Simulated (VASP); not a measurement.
Input of a VASP 6.6.1 run:

File INCAR:

```
SYSTEM = LaSi2Os2
PREC = Accurate ; ENCUT = 520
EDIFF = 1E-6 ; ISMEAR = 0
SIGMA = 0.036 ; LREAL = .False.
LASPH = .True. ; NELM = 80
ALGO = Normal ; ISIF = 2
LWAVE = .False. ; LCHARG = .True.
LELF = .True. ; LVHAR = .True.
NBANDS = 26
```

The input KPOINTS:

```
Automatic mesh
0
Gamma
  9 9 9
  0 0 0
```

POSCAR

```
LaSi2Os2
1.0
    0.0000000000      4.1658660000      0.0000000000
    4.1658660000      0.0000000000      0.0000000000
    2.0829330000      2.0829330000     -4.9901610000
Os Si La
2 2 1
Direct
    0.7500000000      0.2500000000      0.5000000000
    0.2500000000      0.7500000000      0.5000000000
    0.3750000000      0.3750000000      0.2500000000
    0.6250000000      0.6250000000      0.7500000000
    0.0000000000      0.0000000000      0.0000000000
```

Potentials or basis: VASP PAW LDA potentials, release 64 (Os, Si, La).

Command:

```bash
$ cat potpaw_LDA.64/Os/POTCAR potpaw_LDA.64/Si/POTCAR potpaw_LDA.64/La/POTCAR > POTCAR
$ mpirun -np 1 vasp_std > vasp.out
```

Problem. Estimate the pressure.

Solution. -4.4 GPa.

Problem. Predict the band gap on the k mesh.

Solution. Zero (an odd number of electrons rules out a gap without spin polarisation).

Forces on the atoms (eV/Å):
```
Os   0.000  0.000  0.000
Os   0.000  0.000  0.000
Si   0.000  0.000 -1.241
Si   0.000  0.000  1.241
La   0.000  0.000  0.000
```

Caveat: the cell stands under tension; spin-orbit coupling is left out, which moves the levels of the heavy elements; forces of over 1 eV/Å act on the atoms, so gaps and moduli don't describe the material at rest.
